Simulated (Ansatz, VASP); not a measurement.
## One calculation of HgTe, two programs

```
Hg Te
1.0
    -0.08700    3.28920    3.28920
     3.28920   -0.08700    3.28920
     3.20220    3.20220    0.00000
Hg Te
1 1
Direct
  0.99442 0.99442 0.00558
  0.25558 0.25558 0.24442
```

Change from the starting cell: shear_xy strain -5.3%.

Alike in both runs: task single point; functional PBE; k mesh 6 × 6 × 6; occupations fermi-dirac, width 0.02 eV; no spin polarisation.

```csv
,VASP,Ansatz
version,VASP 6.6.1,Ansatz 0.2.0
potentials or method,"VASP PAW PBE potentials, release 64 (Hg, Te)","plane waves, PAW"
plane-wave cutoff (eV),520,420
valence electrons in the cell,18,36
```

|  | VASP | Ansatz | Ansatz less VASP |
| --- | --- | --- | --- |
| pressure (GPa) | 1.3 | 1.3 | -0.05 |
| traceless stress, the component that is largest in VASP (GPa) | 1.01 | 1.01 | -0.002 |
| rms of the force components (eV/Å) | 0.005 | 0.005 | -0.0004 |

Atom by atom the forces differ by 0.000 eV/Å (rms over components). With one functional, cell and mesh, what is left measures potentials, basis and numerics. VASP's potentials hold 18 valence electrons a cell and Ansatz's 36, so a difference there can come from the potentials and not from the codes.

Spin-orbit coupling is off throughout.
